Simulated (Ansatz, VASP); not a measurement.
# Two plane-wave programs on MgH2

```
CELL_PARAMETERS angstrom
0.00000 2.36339 2.36339
2.36339 0.00000 2.36339
2.36339 2.36339 0.00000
ATOMIC_POSITIONS crystal
Mg 0.00000 0.00000 0.00000
H 0.75000 0.75000 0.75000
H 0.25000 0.25000 0.25000
```

Alike in both runs: functional r2SCAN; k mesh 16 × 16 × 16; occupations gaussian, width 0.1 eV; no spin polarisation.

Ansatz relaxed the structure, and its values are those at the end. VASP's run is a single point on that final structure, the one shown.

|  | VASP | Ansatz |
| --- | --- | --- |
| version | VASP 6.6.1 | Ansatz 0.2.0 |
| potentials or method | VASP PAW PBE potentials, release 64 (Mg, H), cutoff 520 eV | scalar-relativistic, plane waves, PAW |
| valence electrons in the cell | 4 | 12 |

```csv
,VASP,Ansatz,Ansatz less VASP
gap on the k mesh at the Fermi level (eV),none,none,-
pressure (GPa),-0.6,0.0,+0.61
```

VASP's potentials were made for PBE, not for r2SCAN. A gap of «none» marks a metal or a gap that the smearing closes. VASP's potentials hold 4 valence electrons a cell and Ansatz's 12, so a difference there can come from the potentials and not from the codes.
